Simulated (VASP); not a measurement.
# CdSb2C (P-4m2) in VASP: further runs

The runs below take CdSb2C through single point, relaxation of cell and atoms, with PBE.

Program: VASP 6.6.1. These are calculated values, not measurements. Logs are shortened: lines on timing, memory, paths and dates and some standing lists are left out, and cuts for length are marked.

## Step 1: The cell of the first run

It takes space group P-4m2 (No. 115, tetragonal). The conventional cell has a = 3.861 Å, b = 3.861 Å, c = 6.705 Å, α = 90.00°, β = 90.00°, γ = 90.00°. Within 3.8 Å of Cd (site symmetry -4m2) lie 4 Sb at 2.87 Å. Within 3.0 Å of Sb (site symmetry 2mm) lie 2 C at 2.29 Å and 2 Cd at 2.87 Å. C (site symmetry -4m2) has 4 Sb at 2.29 Å within 3.0 Å.

## Step 2: Single point, PBE

INCAR

```
PREC = Accurate
ENCUT = 520
EDIFF = 1E-6
ISMEAR = -1
SIGMA = 0.02
LREAL = False
LASPH = True
NELM = 100
ALGO = Normal
ISIF = 2
LWAVE = False
LCHARG = True
GGA = PE
LELF = True
LVHAR = True
NBANDS = 21
```

KPOINTS

```
regular mesh
0
Gamma
  6 6 4
```

POSCAR

```
CdSb2C
1.0
    3.8611401708      0.0000000000      0.0000000000
    0.0000000000      3.8611401708      0.0000000000
    0.0000000000      0.0000000000      6.7053429682
Cd Sb C
1 2 1
Direct
    0.0000000000      0.0000000000      0.0000000000
    0.0000000000      0.5000000000      0.3165896980
    0.5000000000      0.0000000000      0.6834103020
    0.5000000000      0.5000000000      0.5000000000
```

Potentials or basis: VASP PAW PBE potentials, release 64 (Cd, Sb, C).

The run is started by

```console
cat potpaw_PBE.64/Cd/POTCAR potpaw_PBE.64/Sb/POTCAR potpaw_PBE.64/C/POTCAR > POTCAR
mpirun -np 1 vasp_std > vasp.out
```

OUTCAR:

```text
PREC = Accurate
   ENCUT = 520
   EDIFF = 1E-6
   ISMEAR = -1
   LREAL = False
   LASPH = True
   NELM = 100
   ISIF = 2
   GGA = PE

 ion  position               nearest neighbor table
   1  0.000  0.000  0.000-   2 2.87   3 2.87   2 2.87   3 2.87
   2  0.000  0.500  0.317-   4 2.29   4 2.29   1 2.87   1 2.87   3 3.67   3 3.67   3 3.67   3 3.67

   3  0.500  0.000  0.683-   4 2.29   4 2.29   1 2.87   1 2.87   2 3.67   2 3.67   2 3.67   2 3.67

   4  0.500  0.500  0.500-   2 2.29   3 2.29   3 2.29   2 2.29

  LATTYP: Found a simple tetragonal cell.
 ALAT       =     3.8611401708
 C/A-ratio  =     1.7366225186

  Lattice vectors:

 A1 = (   3.8611401708,   0.0000000000,   0.0000000000)
 A2 = (   0.0000000000,   3.8611401708,   0.0000000000)
 A3 = (   0.0000000000,   0.0000000000,   6.7053429682)

Analysis of symmetry for initial positions (statically):
=====================================================================
 Subroutine PRICEL returns:
 Original cell was already a primitive cell.

 Routine SETGRP: Setting up the symmetry group for a
 simple tetragonal supercell.

 Subroutine GETGRP returns: Found  8 space group operations
 (whereof  8 operations were pure point group operations)
 out of a pool of 16 trial point group operations.

The static configuration has the point symmetry D_2d.

Analysis of symmetry for dynamics (positions and initial velocities):
=====================================================================
 Subroutine PRICEL returns:
 Original cell was already a primitive cell.

 Routine SETGRP: Setting up the symmetry group for a
 simple tetragonal supercell.

 Subroutine GETGRP returns: Found  8 space group operations
 (whereof  8 operations were pure point group operations)
 out of a pool of 16 trial point group operations.

The dynamic configuration has the point symmetry D_2d.

 Subroutine INISYM returns: Found  8 space group operations
 (whereof  8 operations are pure point group operations),
 and found     1 'primitive' translations

----------------------------------------------------------------------------------------

                                     Primitive cell

  volume of cell :      99.9660

  direct lattice vectors                    reciprocal lattice vectors
     3.861140171  0.000000000  0.000000000     0.258990857  0.000000000  0.000000000
     0.000000000  3.861140171  0.000000000     0.000000000  0.258990857  0.000000000
     0.000000000  0.000000000  6.705342968     0.000000000  0.000000000  0.149134803

  length of vectors
     3.861140171  3.861140171  6.705342968     0.258990857  0.258990857  0.149134803

  position of ions in fractional coordinates (direct lattice)
     0.000000000  0.000000000  0.000000000
     0.000000000  0.500000000  0.316589698
     0.500000000  0.000000000  0.683410302
     0.500000000  0.500000000  0.500000000

  ion indices of the primitive-cell ions
   primitive index   ion index
                 1           1
                 2           2
                 3           3
                 4           4

----------------------------------------------------------------------------------------

 KPOINTS: regular mesh

Automatic generation of k-mesh.
 Grid dimensions read from file:
 generate k-points for:    6    6    4

 Generating k-lattice:

  Cartesian coordinates                     Fractional coordinates (reciprocal lattice)
     0.043165143  0.000000000  0.000000000     0.166666667  0.000000000  0.000000000
     0.000000000  0.043165143  0.000000000     0.000000000  0.166666667  0.000000000
     0.000000000  0.000000000  0.037283701     0.000000000  0.000000000  0.250000000

  Length of vectors
     0.043165143  0.043165143  0.037283701

  Shift w.r.t. Gamma in fractional coordinates (k-lattice)
     0.000000000  0.000000000  0.000000000

 Subroutine IBZKPT returns following result:
 ===========================================

 Found     30 irreducible k-points:

 Following reciprocal coordinates:
            Coordinates               Weight
  0.000000  0.000000  0.000000      1.000000
  0.166667  0.000000  0.000000      4.000000
  0.333333  0.000000  0.000000      4.000000
  0.500000  0.000000  0.000000      2.000000
  0.166667  0.166667  0.000000      4.000000
  0.333333  0.166667  0.000000      8.000000
[... 16 lines left out ...]
  0.333333  0.000000  0.500000      4.000000
  0.500000  0.000000  0.500000      2.000000
 [... further k-points ...]
   k-points           NKPTS =     30   k-points in BZ     NKDIM =     30   number of bands    NBANDS=     21
   number of dos      NEDOS =    301   number of ions     NIONS =      4
   total plane-waves  NPLWV =  45000
   dimension x,y,z NGX =    30 NGY =   30 NGZ =   50
   dimension x,y,z NGXF=    60 NGYF=   60 NGZF=  100
   ions per type =               1   2   1
   NGX,Y,Z   is equivalent  to a cutoff of  12.92, 12.92, 12.40 a.u.
   NGXF,Y,Z  is equivalent  to a cutoff of  25.83, 25.83, 24.79 a.u.
 SYSTEM =  unknown system
   PREC   = accura    normal or accurate (medium, high low for compatibility)
   ISTART =      0    job   : 0-new  1-cont  2-samecut
   ICHARG =      2    charge: 1-file 2-atom 10-const
   ISPIN  =      1    spin polarized calculation?
   LNONCOLLINEAR =      F non collinear calculations
   LSORBIT =      F    spin-orbit coupling
   LASPH  =      T    aspherical Exc in radial PAW
   ENCUT  =  520.0 eV  38.22 Ry    6.18 a.u.   7.18  7.18 12.47*2*pi/ulx,y,z
   NELM   =    100;   NELMIN=  2; NELMDL= -5     # of ELM steps
   EDIFF  = 0.1E-05   stopping-criterion for ELM
   LREAL  =      F    real-space projection
   EDIFFG = 0.1E-04   stopping-criterion for IOM
   NSW    =      0    number of steps for IOM
   IBRION =     -1    ionic relax: 0-MD 1-quasi-New 2-CG
   NFREE  =      0    steps in history (QN), initial steepest desc. (CG)
   ISIF   =      2    stress and relaxation
   ISYM   =      2    0-nonsym 1-usesym 2-fastsym
   POTIM  = 0.5000    time-step for ionic-motion
   TEBEG  =    0.0;   TEEND  =   0.0 temperature during run
   PSTRESS=    0.0 pullay stress
   NELECT =      26.0000    total number of electrons
   NUPDOWN=      -1.0000    fix difference up-down
   EMIN   =  10.00;   EMAX   =-10.00  energy-range for DOS
   EFERMI =   0.00;   METHOD = LEGACY
   ISMEAR =    -1;   SIGMA  =   0.02  broadening in eV -4-tet -1-fermi 0-gaus
   EFERMI_NEDOS =   21; number of points for ismear=-14 and -15
   IALGO  =     38    algorithm
   IMIX   =      4    mixing-type and parameters
     AMIX     =   0.40;   BMIX     =  1.00
     AMIX_MAG =   1.60;   BMIX_MAG =  1.00
  volume/ion in A,a.u.               =      24.99       168.65
  Fermi-wavevector in a.u.,A,eV,Ry     =   1.044997  1.974759 14.857830  1.092020
  Thomas-Fermi vector in A             =   2.179774
   LORBIT       =      0    0 simple, 1 ext, 2 COOP (PROOUT), +10 PAW based schemes
   GGA     = PE    functional components
   LHFCALC =     F    Hartree Fock is set to
   AEXX    =    0.0000 exact exchange contribution
   IVDW    =     0    specifies the selected vdW correction
   LEPSILON=     F    determine dielectric tensor
   LRPA    =     F    only Hartree local field effects (RPA)
 non-spin polarized calculation
  energy-cutoff  :      520.00
  volume of cell :       99.97
 maximum number of plane-waves:      2736
 NGX is ok and might be reduce to    30
   NGX = 15   NGY = 15   NGZ = 25

 number of electron      25.9999995 magnetization

 Free energy of the ion-electron system (eV)
  ---------------------------------------------------
  ext. energy  EPLUGINS =         0.00000000
  ---------------------------------------------------
  free energy    TOTEN  =       -15.02016084 eV

  energy without entropy =      -15.01791920  energy(sigma->0) =      -15.01904002

 E-fermi :   5.3258     XC(G=0):  -9.4632

 val. band max:        5.3055247227   @ k =   0.1667   0.1667   0.0000
 cond. band min:       5.3590793775   @ k =   0.0000   0.0000   0.5000
 fundamental gap:      0.0535546548
 Fermi energy:         5.3257675230

 k-point     1 :       0.0000    0.0000    0.0000
  band No.  band energies     occupation
      1      -8.5051      2.00000
      2      -4.8172      2.00000
      3      -3.8526      2.00000
      4      -3.8406      2.00000
      5      -3.8406      2.00000
      6      -3.6927      2.00000
[... 13 lines left out ...]
     20      11.6976      0.00000
     21      12.5996      0.00000

 k-point     2 :       0.1667    0.0000    0.0000
  band No.  band energies     occupation
      1      -8.3003      2.00000
      2      -4.8117      2.00000
      3      -3.9083      2.00000
      4      -3.8620      2.00000
      5      -3.8369      2.00000
      6      -3.7106      2.00000
[... 13 lines left out ...]
     20      12.0379      0.00000
     21      12.5710      0.00000

 k-point     3 :       0.3333    0.0000    0.0000
  band No.  band energies     occupation
      1      -7.7641      2.00000
      2      -4.9406      2.00000
      3      -4.0977      2.00000
      4      -3.9110      2.00000
      5      -3.8293      2.00000
      6      -3.7471      2.00000
[... 13 lines left out ...]
     20      11.7127      0.00000
     21      12.2661      0.00000

 k-point     4 :       0.5000    0.0000    0.0000
  band No.  band energies     occupation
      1      -7.3583      2.00000
      2      -5.2260      2.00000
      3      -4.2763      2.00000
      4      -3.9166      2.00000
      5      -3.8255      2.00000
      6      -3.7651      2.00000
[... 13 lines left out ...]
     20      10.6603      0.00000
     21      12.1447      0.00000

 k-point     5 :       0.1667    0.1667    0.0000
  band No.  band energies     occupation
      1      -8.0944      2.00000
      2      -4.7878      2.00000
      3      -3.9348      2.00000
      4      -3.8632      2.00000
      5      -3.8504      2.00000
      6      -3.7309      2.00000
[... 13 lines left out ...]
     20      11.1380      0.00000
     21      12.7527      0.00000

 k-point     6 :       0.3333    0.1667    0.0000
  band No.  band energies     occupation
      1      -7.5535      2.00000
      2      -4.8573      2.00000
      3      -4.1133      2.00000
      4      -3.8784      2.00000
      5      -3.8229      2.00000
      6      -3.7710      2.00000
[... 13 lines left out ...]
     20      10.9770      0.00000
     21      12.1043      0.00000

 k-point     7 :       0.5000    0.1667    0.0000
  band No.  band energies     occupation
      1      -7.1400      2.00000
      2      -5.1006      2.00000
      3      -4.2869      2.00000
      4      -3.8901      2.00000
      5      -3.8108      2.00000
      6      -3.7917      2.00000
[... 13 lines left out ...]
     20      10.7146      0.00000
     21      11.8543      0.00000
[... 291 lines left out ...]
      1      -5.9974      2.00000
      2      -4.7669      2.00000
      3      -4.7669      2.00000
      4      -3.8737      2.00000
      5      -3.8071      2.00000
      6      -3.6413      2.00000
[... 13 lines left out ...]
     20      10.3562      0.00000
     21      11.7897      0.00000

 k-point    21 :       0.0000    0.0000    0.5000
  band No.  band energies     occupation
      1      -8.4425      2.00000
      2      -5.1776      2.00000
      3      -4.0665      2.00000
      4      -3.8461      2.00000
      5      -3.8461      2.00000
      6      -3.7778      2.00000
[... 13 lines left out ...]
     20      10.3352      0.00000
     21      12.3543      0.00000

 k-point    22 :       0.1667    0.0000    0.5000
  band No.  band energies     occupation
      1      -8.2444      2.00000
      2      -5.0839      2.00000
      3      -4.0441      2.00000
      4      -3.8779      2.00000
      5      -3.8413      2.00000
      6      -3.7105      2.00000
[... 13 lines left out ...]
     20      11.0974      0.00000
     21      12.0233      0.00000

 k-point    23 :       0.3333    0.0000    0.5000
  band No.  band energies     occupation
      1      -7.7343      2.00000
      2      -5.0104      2.00000
      3      -4.0505      2.00000
      4      -3.8955      2.00000
      5      -3.8316      2.00000
      6      -3.7467      2.00000
[... 13 lines left out ...]
     20      11.3882      0.00000
     21      11.6345      0.00000

 k-point    24 :       0.5000    0.0000    0.5000
  band No.  band energies     occupation
      1      -7.3640      2.00000
      2      -5.1407      2.00000
      3      -4.1256      2.00000
      4      -3.8953      2.00000
      5      -3.8267      2.00000
      6      -3.7647      2.00000
[... 13 lines left out ...]
     20      11.1468      0.00000
     21      11.8492      0.00000

 [... further k-points ...]
[... 5 lines left out ...]
  --------------------------------------------------------------------------------------
  -------------------------------------------------------------------------------------
  Total        0.0476462      0.0476462      0.0560541      0.0000000      0.0000000      0.0000000
  in kB        0.7636374      0.7636374      0.8983923      0.0000000      0.0000000      0.0000000
  external PRESSURE =       0.8085557 kB  Pullay stress =       0.0000000 kB

 VOLUME and BASIS-vectors are now :
 -----------------------------------------------------------------------------
  energy-cutoff  :      520.00
  volume of cell :       99.97
      direct lattice vectors                 reciprocal lattice vectors
     3.861140171  0.000000000  0.000000000     0.258990857  0.000000000  0.000000000
     0.000000000  3.861140171  0.000000000     0.000000000  0.258990857  0.000000000
     0.000000000  0.000000000  6.705342968     0.000000000  0.000000000  0.149134803

 POSITION                                       TOTAL-FORCE (eV/Angst)
 -----------------------------------------------------------------------------------
      0.00000      0.00000      0.00000         0.000000     -0.000000      0.000000
      0.00000      1.93057      2.12284         0.000000     -0.000000     -0.001874
      1.93057      0.00000      4.58250         0.000000     -0.000000      0.001874
      1.93057      1.93057      3.35267         0.000000      0.000000      0.000000
 -----------------------------------------------------------------------------------
    total drift:                                0.000000     -0.000000      0.000000

  FREE ENERGIE OF THE ION-ELECTRON SYSTEM (eV)
  ---------------------------------------------------
  free  energy   TOTEN  =       -15.0201608420 eV

  energy  without entropy=      -15.0179192033  energy(sigma->0) =      -15.01904002
```

Run time: 30 s. Hardware: 1 thread of Intel Xeon 6975P-C (Granite Rapids), shared host; peak memory 0.24 GiB.

Results:

```yaml
Free_energy: -15.0202 eV
Pressure: 0.1 GPa
Band_gap_on_the_k_mesh: zero (band 13 reaches 5.61 eV, above the bottom of band 14 at 5.12 eV)
```

Caveat: spin-orbit coupling is left out, which moves the levels of the heavy elements.

## Step 3: Relaxation of cell and atoms, PBE

This run uses another cell than the first one, of 22.68 Å³/atom, 0.907 times its volume.

INCAR

```
SYSTEM = CdSb2C
ALGO = Normal
EDIFF = 1E-6
EDIFFG = -0.005
ENCUT = 600
GGA = PE
IBRION = 2
ISIF = 3
ISMEAR = -1
LASPH = .TRUE.
LCHARG = .FALSE.
LREAL = .FALSE.
LWAVE = .FALSE.
NELM = 100
NSW = 80
PREC = Accurate
SIGMA = 0.02
```

KPOINTS

```
k-points
0
G
  6 6 4
  0 0 0
```

POSCAR

```
CdSb2C
1.0
    4.0029561377      0.0000000000      0.0000000000
    0.0000000000      4.0029561377      0.0000000000
    0.0000000000      0.0000000000      5.6610348595
Cd Sb C
1 2 1
Direct
    0.0000000000      0.0000000000      0.0000000000
    0.0000000000      0.5000000000      0.2500000000
    0.5000000000      0.0000000000      0.7500000000
    0.5000000000      0.5000000000      0.5000000000
```

Potentials or basis: VASP PAW PBE potentials, release 64 (Cd, Sb, C).

The run is started by

```console
cat potpaw_PBE.64/Cd/POTCAR potpaw_PBE.64/Sb/POTCAR potpaw_PBE.64/C/POTCAR > POTCAR
mpirun -np 1 vasp_std > vasp.out
```

It took 4.8 min on 1 thread of Intel Xeon 6975P-C (Granite Rapids), shared host; peak memory 0.27 GiB.

Results (log left out):

* Free energy: -15.0181 eV
* Relaxed volume: 25.00 Å³/atom
* Relaxed cell: a = 3.862 Å, b = 3.862 Å, c = 6.705 Å, α = 90.00°, β = 90.00°, γ = 90.00°
* Space group after relaxing (to 0.05 Å): P-4m2 (No. 115)
* Energy gained by relaxing: 578.0 meV/atom
* Ionic steps: 18
* Pressure after relaxing: 0.0 GPa
* Band gap on the k mesh: zero (band 13 reaches 5.61 eV, above the bottom of band 14 at 5.12 eV)

The path:
| step | energy change (eV) | largest force (eV/Å) | pressure (GPa) | volume (Å³) |
| --- | --- | --- | --- | --- |
| 1 | 0.0000 | 5.0031 | 13.82 | 90.71 |
| 2 | -1.4274 | 0.8299 | -6.18 | 118.89 |
| 3 | -1.5354 | 1.5216 | -3.78 | 111.25 |
| 4 | -1.9720 | 0.7481 | -2.14 | 105.15 |
| 5 | -2.1662 | 0.1399 | 0.65 | 99.58 |
| 6 | -2.1740 | 0.2524 | 1.99 | 97.62 |
| 7 | -2.1764 | 0.0975 | 1.49 | 98.31 |
| 8 | -2.2585 | 0.3084 | 0.13 | 100.59 |
| 9 | -2.2720 | 0.4768 | -0.89 | 102.69 |
| 10 | -2.2739 | 0.4334 | -0.66 | 102.19 |
| 11 | -2.3036 | 0.2537 | -0.07 | 100.65 |
| 12 | -2.3108 | 0.0803 | 0.37 | 99.50 |
| 13 | -2.3108 | 0.0736 | 0.39 | 99.45 |
| 14 | -2.3112 | 0.0221 | -0.34 | 100.60 |
| 15 | -2.3119 | 0.0174 | -0.04 | 100.09 |
| 16 | -2.3119 | 0.0186 | -0.01 | 100.07 |
| 17 | -2.3120 | 0.0095 | 0.01 | 100.03 |
| 18 | -2.3120 | 0.0002 | 0.02 | 99.99 |

Final structure:
```cif
data_structure
_symmetry_space_group_name_H-M 'P 1'
_symmetry_Int_Tables_number 1
_cell_length_a 3.8617
_cell_length_b 3.8617
_cell_length_c 6.7050
_cell_angle_alpha 90.000
_cell_angle_beta 90.000
_cell_angle_gamma 90.000
_cell_volume 99.99
loop_
_atom_site_label
_atom_site_type_symbol
_atom_site_fract_x
_atom_site_fract_y
_atom_site_fract_z
_atom_site_occupancy
Cd1 Cd 0.00000 0.00000 0.00000 1
Sb1 Sb 0.00000 0.50000 0.31657 1
Sb2 Sb 0.50000 0.00000 0.68343 1
C1 C 0.50000 0.50000 0.50000 1
```

Levels at points of the mesh, in eV from the Fermi level:
```tsv
k point	band 10	band 11	band 12	band 13	band 14	band 15	band 16	band 17
(0.00, 0.00, 0.00)	-4.02	-2.32	-1.34	0.28	1.17	1.17	2.19	3.04
(0.50, 0.00, 0.00)	-4.20	-3.70	-3.44	-0.06	0.75	2.05	2.13	4.12
(0.50, 0.50, 0.00)	-4.60	-3.28	-3.28	-2.23	0.27	0.91	1.13	1.13
(0.00, 0.00, 0.50)	-3.94	-3.94	-0.68	0.03	0.51	0.51	3.82	4.21
(0.50, 0.00, 0.50)	-3.44	-2.52	-1.99	-1.17	0.54	0.83	1.88	3.56
(0.50, 0.50, 0.50)	-4.02	-3.69	-3.60	-3.60	1.94	2.52	2.52	2.95
```

Caveat: spin-orbit coupling is left out, which moves the levels of the heavy elements.
